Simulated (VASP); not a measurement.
# MgS (Niningerite) (Fm-3m) in VASP: a series of runs

The runs below take MgS (Niningerite) through single point, with RPBE, revPBE.

All numbers are computed with VASP 6.6.1; they aren't measurements. Logs are shortened: lines on timing, memory, paths and dates and some standing lists are left out, and cuts for length are marked.

## 1. The cell of the first run

The structure is cubic, space group Fm-3m (No. 225). The conventional cell has a = 5.203 Å, b = 5.203 Å, c = 5.203 Å, α = 90.00°, β = 90.00°, γ = 90.00°. S (site symmetry m-3m) has 6 Mg at 2.60 Å within 3.4 Å. Mg (site symmetry m-3m) has 6 S at 2.60 Å within 3.4 Å.

## 2. Single point, RPBE

File INCAR:

```
SYSTEM = MgS
PREC     = Accurate       ! precision mode
ENCUT    = 520            ! plane-wave cutoff, eV
EDIFF    = 1E-7           ! SCF threshold, eV
ISMEAR   = -1             ! smearing method
SIGMA    = 0.05           ! smearing width, eV
LREAL    = .False.        ! projectors in reciprocal space
LASPH    = .True.         ! aspherical terms in the spheres
NELM     = 80             ! most SCF steps
ALGO     = Normal         ! electronic algorithm
ISIF     = 2              ! what is computed and relaxed
LWAVE    = .False.        ! write WAVECAR
LCHARG   = .False.        ! write CHGCAR
GGA      = RP             ! functional
NBANDS   = 11             ! bands
```

File KPOINTS:

```
regular mesh
0
Gamma
  9 9 9
  0 0 0
```

File POSCAR:

```
MgS
1.0
    0.0000000000      2.6016500000      2.6016500000
    2.6016500000      0.0000000000      2.6016500000
    2.6016500000      2.6016500000      0.0000000000
S Mg
1 1
Direct
    0.5000000000      0.5000000000      0.5000000000
    0.0000000000      0.0000000000      0.0000000000
```

Potentials or basis: VASP PAW PBE potentials, release 64 (S, Mg).

Started as:

```
$ cat potpaw_PBE.64/S/POTCAR potpaw_PBE.64/Mg/POTCAR > POTCAR
$ mpirun -np 1 vasp_std > vasp.out
```

OUTCAR:

```text
SYSTEM = MgS
   PREC = Accurate
   ENCUT = 520
   EDIFF = 1E-7
   ISMEAR = -1
   LREAL = .False.
   LASPH = .True.
   NELM = 80
   ISIF = 2
   GGA = RP

 ion  position               nearest neighbor table
   1  0.500  0.500  0.500-   2 2.60   2 2.60   2 2.60   2 2.60   2 2.60   2 2.60
   2  0.000  0.000  0.000-   1 2.60   1 2.60   1 2.60   1 2.60   1 2.60   1 2.60

  LATTYP: Found a face centered cubic cell.
 ALAT       =     5.2033000000

  Lattice vectors:

 A1 = (   0.0000000000,   2.6016500000,   2.6016500000)
 A2 = (   2.6016500000,   0.0000000000,   2.6016500000)
 A3 = (   2.6016500000,   2.6016500000,   0.0000000000)

Analysis of symmetry for initial positions (statically):
[... 33 lines left out ...]
                                     Primitive cell

  volume of cell :      35.2190

  direct lattice vectors                    reciprocal lattice vectors
     0.000000000  2.601650000  2.601650000    -0.192185728  0.192185728  0.192185728
     2.601650000  0.000000000  2.601650000     0.192185728 -0.192185728  0.192185728
     2.601650000  2.601650000  0.000000000     0.192185728  0.192185728 -0.192185728

  length of vectors
     3.679288715  3.679288715  3.679288715     0.332875446  0.332875446  0.332875446

  position of ions in fractional coordinates (direct lattice)
[... 8 lines left out ...]
----------------------------------------------------------------------------------------

 KPOINTS: regular mesh

Automatic generation of k-mesh.
 Grid dimensions read from file:
 generate k-points for:    9    9    9

 Generating k-lattice:

  Cartesian coordinates                     Fractional coordinates (reciprocal lattice)
    -0.021353970  0.021353970  0.021353970     0.111111111  0.000000000  0.000000000
     0.021353970 -0.021353970  0.021353970     0.000000000  0.111111111  0.000000000
     0.021353970  0.021353970 -0.021353970     0.000000000  0.000000000  0.111111111

  Length of vectors
     0.036986161  0.036986161  0.036986161

  Shift w.r.t. Gamma in fractional coordinates (k-lattice)
     0.000000000  0.000000000  0.000000000

 Subroutine IBZKPT returns following result:
 ===========================================

 Found     35 irreducible k-points:

 Following reciprocal coordinates:
            Coordinates               Weight
  0.000000  0.000000  0.000000      1.000000
  0.111111  0.000000  0.000000      8.000000
  0.222222  0.000000  0.000000      8.000000
  0.333333  0.000000  0.000000      8.000000
  0.444444  0.000000  0.000000      8.000000
  0.111111  0.111111  0.000000      6.000000
[... 16 lines left out ...]
 -0.333333  0.333333  0.000000     12.000000
  0.444444  0.444444  0.000000      6.000000
 [... further k-points ...]
   k-points           NKPTS =     35   k-points in BZ     NKDIM =     35   number of bands    NBANDS=     11
   number of dos      NEDOS =    301   number of ions     NIONS =      2
   total plane-waves  NPLWV =  21952
   dimension x,y,z NGX =    28 NGY =   28 NGZ =   28
   dimension x,y,z NGXF=    56 NGYF=   56 NGZF=   56
   ions per type =               1   1
   NGX,Y,Z   is equivalent  to a cutoff of  12.65, 12.65, 12.65 a.u.
   NGXF,Y,Z  is equivalent  to a cutoff of  25.30, 25.30, 25.30 a.u.
 SYSTEM =  MgS
   PREC   = accura    normal or accurate (medium, high low for compatibility)
   ISTART =      0    job   : 0-new  1-cont  2-samecut
   ICHARG =      2    charge: 1-file 2-atom 10-const
   ISPIN  =      1    spin polarized calculation?
   LNONCOLLINEAR =      F non collinear calculations
   LSORBIT =      F    spin-orbit coupling
   LASPH  =      T    aspherical Exc in radial PAW
   ENCUT  =  520.0 eV  38.22 Ry    6.18 a.u.   6.84  6.84  6.84*2*pi/ulx,y,z
   NELM   =     80;   NELMIN=  2; NELMDL= -5     # of ELM steps
   EDIFF  = 0.1E-06   stopping-criterion for ELM
   LREAL  =      F    real-space projection
   EDIFFG = 0.1E-05   stopping-criterion for IOM
   NSW    =      0    number of steps for IOM
   IBRION =     -1    ionic relax: 0-MD 1-quasi-New 2-CG
[... 8 lines left out ...]
   EMIN   =  10.00;   EMAX   =-10.00  energy-range for DOS
   EFERMI =   0.00;   METHOD = LEGACY
   ISMEAR =    -1;   SIGMA  =   0.05  broadening in eV -4-tet -1-fermi 0-gaus
   EFERMI_NEDOS =   21; number of points for ismear=-14 and -15
   IALGO  =     38    algorithm
   IMIX   =      4    mixing-type and parameters
     AMIX     =   0.40;   BMIX     =  1.00
     AMIX_MAG =   1.60;   BMIX_MAG =  1.00
  volume/ion in A,a.u.               =      17.61       118.83
  Fermi-wavevector in a.u.,A,eV,Ry     =   0.998878  1.887606 13.575323  0.997758
  Thomas-Fermi vector in A             =   2.131131
   LORBIT       =      0    0 simple, 1 ext, 2 COOP (PROOUT), +10 PAW based schemes
   GGA     = RP    functional components
   LHFCALC =     F    Hartree Fock is set to
   AEXX    =    0.0000 exact exchange contribution
   IVDW    =     0    specifies the selected vdW correction
   LEPSILON=     F    determine dielectric tensor
   LRPA    =     F    only Hartree local field effects (RPA)
 non-spin polarized calculation
  energy-cutoff  :      520.00
  volume of cell :       35.22
 maximum number of plane-waves:       958
   NGX = 13   NGY = 13   NGZ = 13

 number of electron       8.0000000 magnetization

 Free energy of the ion-electron system (eV)
  ---------------------------------------------------
  ext. energy  EPLUGINS =         0.00000000
  ---------------------------------------------------
  free energy    TOTEN  =        -7.96297651 eV

  energy without entropy =       -7.96297651  energy(sigma->0) =       -7.96297651

 E-fermi :   4.7869     XC(G=0):  -9.5426

 val. band max:        3.8160152131   @ k =   0.0000   0.0000   0.0000
 cond. band min:       6.8586933211   @ k =   0.4444   0.4444   0.0000
 fundamental gap:      3.0426781080
 Fermi energy:         4.7869070773

 k-point     1 :       0.0000    0.0000    0.0000
  band No.  band energies     occupation
      1      -8.8368      2.00000
      2       3.8160      2.00000
      3       3.8160      2.00000
      4       3.8160      2.00000
      5       7.6826      0.00000
      6      11.8103      0.00000
      7      11.8103      0.00000
      8      11.8103      0.00000
      9      14.1828      0.00000
     10      14.1828      0.00000
     11      16.4528      0.00000

 k-point     2 :       0.1111    0.0000    0.0000
  band No.  band energies     occupation
      1      -8.7176      2.00000
      2       2.9692      2.00000
      3       3.7352      2.00000
      4       3.7352      2.00000
      5       8.3488      0.00000
      6      11.5313      0.00000
      7      12.0258      0.00000
      8      12.0258      0.00000
      9      13.6476      0.00000
     10      13.6476      0.00000
     11      16.7504      0.00000

 k-point     3 :       0.2222    0.0000    0.0000
  band No.  band energies     occupation
      1      -8.3871      2.00000
      2       1.4271      2.00000
      3       3.5470      2.00000
      4       3.5470      2.00000
      5       8.9022      0.00000
      6      11.8607      0.00000
      7      11.8607      0.00000
      8      11.9038      0.00000
      9      13.8483      0.00000
     10      13.8483      0.00000
     11      16.0472      0.00000

 k-point     4 :       0.3333    0.0000    0.0000
  band No.  band energies     occupation
      1      -7.9435      2.00000
      2       0.0169      2.00000
      3       3.3565      2.00000
      4       3.3565      2.00000
      5       8.6974      0.00000
      6      11.2245      0.00000
      7      11.2245      0.00000
      8      13.2854      0.00000
      9      15.3667      0.00000
     10      15.3667      0.00000
     11      15.5277      0.00000

 k-point     5 :       0.4444    0.0000    0.0000
  band No.  band energies     occupation
      1      -7.5948      2.00000
      2      -0.8480      2.00000
      3       3.2430      2.00000
      4       3.2430      2.00000
      5       8.4852      0.00000
      6      10.8458      0.00000
      7      10.8458      0.00000
      8      14.0684      0.00000
      9      15.8983      0.00000
     10      17.4215      0.00000
     11      17.4215      0.00000
[... 211 lines left out ...]
 k-point    21 :       0.4444    0.3333    0.0000
  band No.  band energies     occupation
      1      -7.3930      2.00000
      2       0.0244      2.00000
      3       1.9563      2.00000
      4       2.3580      2.00000
      5       7.5589      0.00000
      6       9.0093      0.00000
      7      14.0089      0.00000
      8      14.6348      0.00000
      9      16.5751      0.00000
     10      17.7539      0.00000
     11      20.5391      0.00000

 k-point    22 :      -0.4444    0.3333    0.0000
  band No.  band energies     occupation
      1      -7.2117      2.00000
      2      -0.0267      2.00000
      3       1.0649      2.00000
      4       2.4337      2.00000
      5       7.7854      0.00000
      6      10.2124      0.00000
      7      13.7087      0.00000
      8      13.8153      0.00000
      9      16.3754      0.00000
     10      17.9706      0.00000
     11      20.4215      0.00000

 k-point    23 :      -0.3333    0.3333    0.0000
  band No.  band energies     occupation
      1      -7.2412      2.00000
      2       0.2298      2.00000
      3       0.5232      2.00000
      4       2.6864      2.00000
      5       8.3555      0.00000
      6      11.6096      0.00000
      7      12.8026      0.00000
      8      13.1257      0.00000
      9      15.6793      0.00000
     10      16.2859      0.00000
     11      20.6924      0.00000

 k-point    24 :       0.4444    0.4444    0.0000
  band No.  band energies     occupation
      1      -7.2373      2.00000
      2      -0.2521      2.00000
      3       2.1842      2.00000
      4       2.1842      2.00000
      5       6.8587      0.00000
      6       8.3366      0.00000
      7      15.5802      0.00000
      8      16.5223      0.00000
      9      16.9431      0.00000
     10      16.9431      0.00000
     11      20.0488      0.00000

 [... further k-points ...]
[... 5 lines left out ...]
  --------------------------------------------------------------------------------------
  -------------------------------------------------------------------------------------
  Total        0.6499029      0.6499029      0.6499029      0.0000000      0.0000000      0.0000000
  in kB       29.5653092     29.5653092     29.5653092      0.0000000      0.0000000      0.0000000
  external PRESSURE =      29.5653092 kB  Pullay stress =       0.0000000 kB

 VOLUME and BASIS-vectors are now :
 -----------------------------------------------------------------------------
  energy-cutoff  :      520.00
  volume of cell :       35.22
      direct lattice vectors                 reciprocal lattice vectors
     0.000000000  2.601650000  2.601650000    -0.192185728  0.192185728  0.192185728
     2.601650000  0.000000000  2.601650000     0.192185728 -0.192185728  0.192185728
     2.601650000  2.601650000  0.000000000     0.192185728  0.192185728 -0.192185728

 POSITION                                       TOTAL-FORCE (eV/Angst)
 -----------------------------------------------------------------------------------
      2.60165      2.60165      2.60165        -0.000000     -0.000000      0.000000
      0.00000      0.00000      0.00000         0.000000      0.000000     -0.000000
 -----------------------------------------------------------------------------------
    total drift:                                0.000000      0.000000      0.000000

  FREE ENERGIE OF THE ION-ELECTRON SYSTEM (eV)
  ---------------------------------------------------
  free  energy   TOTEN  =        -7.9629765074 eV

  energy  without entropy=       -7.9629765073  energy(sigma->0) =       -7.96297651
```

Wall time 6 s (1 thread of Intel Xeon 6975P-C (Granite Rapids), shared host); peak memory 0.16 GiB.

Results:

- Free energy: -7.9630 eV
- Pressure: 3.0 GPa
- Band gap on the k mesh: 3.04 eV, indirect (least direct gap 3.87 eV)

Caveat: the PAW data sets were made with another functional, which shifts forces and pressure a little.

## 3. Single point, RPBE

This run uses another cell than the first one, of 18.40 Å³/atom, 1.045 times its volume.

File INCAR:

```
SYSTEM = MgS
PREC = Accurate ; ENCUT = 520
EDIFF = 1E-6 ; ISMEAR = -1
SIGMA = 0.05 ; LREAL = .FALSE.
LASPH = .TRUE. ; NELM = 100
ALGO = Normal ; ISIF = 2
LWAVE = .FALSE. ; LCHARG = .FALSE.
GGA = RP ; NBANDS = 11
```

File KPOINTS:

```
regular mesh
0
G
  9 9 9
  0 0 0
```

File POSCAR:

```
MgS
1.0
    0.0000000000      2.6398030900      2.6398030900
    2.6398030900      0.0000000000      2.6398030900
    2.6398030900      2.6398030900      0.0000000000
S Mg
1 1
Direct
    0.5000000000      0.5000000000      0.5000000000
    0.0000000000      0.0000000000      0.0000000000
```

Potentials or basis: VASP PAW PBE potentials, release 64 (S, Mg).

Started as:

```
$ cat potpaw_PBE.64/S/POTCAR potpaw_PBE.64/Mg/POTCAR > POTCAR
$ mpirun -np 1 vasp_std > vasp.out
```

Wall time 5.6 s (1 thread of Intel Xeon 6975P-C (Granite Rapids), shared host); peak memory 0.16 GiB.

Results (log left out):

| Property | Result |
| --- | --- |
| Free energy | -7.9756 eV |
| Pressure | -0.3 GPa |
| Band gap on the k mesh | 2.95 eV, indirect (least direct gap 3.53 eV) |

Levels at points of the mesh, in eV from the valence-band top:
```
           k point  band 1  band 2  band 3  band 4  band 5  band 6  band 7  band 8
(0.00, 0.00, 0.00)  -12.41    0.00    0.00    0.00    3.53    8.02    8.02    8.02
```

Caveat: the PAW data sets were made with another functional, which shifts forces and pressure a little.

## 4. Single point, revPBE

This run uses another cell than the first one, of 18.29 Å³/atom, 1.039 times its volume.

File INCAR:

```
SYSTEM = MgS
ALGO = Normal ; EDIFF = 1E-7
ENCUT = 520 ; GGA = RE
ISIF = 2 ; ISMEAR = -1
LASPH = .True. ; LCHARG = .False.
LREAL = .False. ; LWAVE = .False.
NBANDS = 11 ; NELM = 80
PREC = Accurate ; SIGMA = 0.05
```

File KPOINTS:

```
k-points
0
Gamma
  9 9 9
  0 0 0
```

File POSCAR:

```
MgS
1.0
    0.0000000000      2.6346851631      2.6346851631
    2.6346851631      0.0000000000      2.6346851631
    2.6346851631      2.6346851631      0.0000000000
S Mg
1 1
Direct
    0.5000000000      0.5000000000      0.5000000000
    0.0000000000      0.0000000000      0.0000000000
```

Potentials or basis: VASP PAW PBE potentials, release 64 (S, Mg).

Started as:

```
$ cat potpaw_PBE.64/S/POTCAR potpaw_PBE.64/Mg/POTCAR > POTCAR
$ mpirun -np 1 vasp_std > vasp.out
```

OUTCAR:

```text
SYSTEM = MgS
   EDIFF = 1E-7
   ENCUT = 520
   GGA = RE
   ISIF = 2
   ISMEAR = -1
   LASPH = .True.
   LREAL = .False.
   NELM = 80
   PREC = Accurate

 ion  position               nearest neighbor table
   1  0.500  0.500  0.500-   2 2.63   2 2.63   2 2.63   2 2.63   2 2.63   2 2.63
   2  0.000  0.000  0.000-   1 2.63   1 2.63   1 2.63   1 2.63   1 2.63   1 2.63

  LATTYP: Found a face centered cubic cell.
 ALAT       =     5.2693703262

  Lattice vectors:

 A1 = (   0.0000000000,   2.6346851631,   2.6346851631)
 A2 = (   2.6346851631,   0.0000000000,   2.6346851631)
[... 513 lines left out ...]
      8      16.0701      0.00000
      9      16.2340      0.00000
     10      16.2340      0.00000
     11      19.4908      0.00000

 [... further k-points ...]
[... 5 lines left out ...]
  --------------------------------------------------------------------------------------
  -------------------------------------------------------------------------------------
  Total       -0.0753914     -0.0753914     -0.0753914      0.0000000      0.0000000     -0.0000000
  in kB       -3.3022987     -3.3022987     -3.3022987      0.0000000      0.0000000     -0.0000000
  external PRESSURE =      -3.3022987 kB  Pullay stress =       0.0000000 kB

 VOLUME and BASIS-vectors are now :
 -----------------------------------------------------------------------------
  energy-cutoff  :      520.00
  volume of cell :       36.58
      direct lattice vectors                 reciprocal lattice vectors
     0.000000000  2.634685163  2.634685163    -0.189775996  0.189775996  0.189775996
     2.634685163  0.000000000  2.634685163     0.189775996 -0.189775996  0.189775996
     2.634685163  2.634685163  0.000000000     0.189775996  0.189775996 -0.189775996

 POSITION                                       TOTAL-FORCE (eV/Angst)
 -----------------------------------------------------------------------------------
      2.63469      2.63469      2.63469        -0.000000      0.000000     -0.000000
      0.00000      0.00000      0.00000         0.000000     -0.000000      0.000000
 -----------------------------------------------------------------------------------
    total drift:                                0.000000      0.000000      0.000000

  FREE ENERGIE OF THE ION-ELECTRON SYSTEM (eV)
  ---------------------------------------------------
  free  energy   TOTEN  =        -8.0342740690 eV

  energy  without entropy=       -8.0342740689  energy(sigma->0) =       -8.03427407
```

stdout:

```text
POSCAR found type information on POSCAR S Mg
 POSCAR found :  2 types and       2 ions
 scaLAPACK will be used
 -----------------------------------------------------------------------------
|                                                                             |
|                                                                             |
|     You enforced a specific xc type in the INCAR file but a different       |
|     I HOPE YOU KNOW WHAT YOU ARE DOING!                                     |
|                                                                             |
 -----------------------------------------------------------------------------

 LDA part: xc-table for (Slater+PW92), standard interpolation
 POSCAR, INCAR and KPOINTS ok, starting setup
 FFT: planning ... GRIDC
 FFT: planning ... GRID_SOFT
 FFT: planning ... GRID
 WAVECAR not read
 entering main loop
```

It took 6.1 s on 1 thread of Intel Xeon 6975P-C (Granite Rapids), shared host; peak memory 0.16 GiB.

Results:

```
Free energy            : -8.0343 eV
Pressure               : -0.3 GPa
Band gap on the k mesh : 2.94 eV, indirect (least direct gap 3.54 eV)
```

Caveat: the PAW data sets were made with another functional, which shifts forces and pressure a little. A k mesh can miss the band edges.

## 5. Summary

```tsv
level	cell	gap on the mesh (eV)	pressure (GPa)
RPBE	a = 3.679 Å, angles 60.0°, 2 atoms	3.04	3.0
RPBE	a = 3.733 Å, angles 60.0°, 2 atoms	2.95	-0.3
revPBE	a = 3.726 Å, angles 60.0°, 2 atoms	2.94	-0.3
```

Alike in all rows: task single point; potentials or basis VASP PAW PBE potentials, release 64 (S, Mg); no spin polarisation; k mesh 9 × 9 × 9; cutoff (eV) 520; smearing fermi-dirac 0.05 eV.

Caveats: the PAW data sets were made with another functional, which shifts forces and pressure a little.

Total energies depend on the potentials used, so only differences within one code and one set of settings carry meaning.
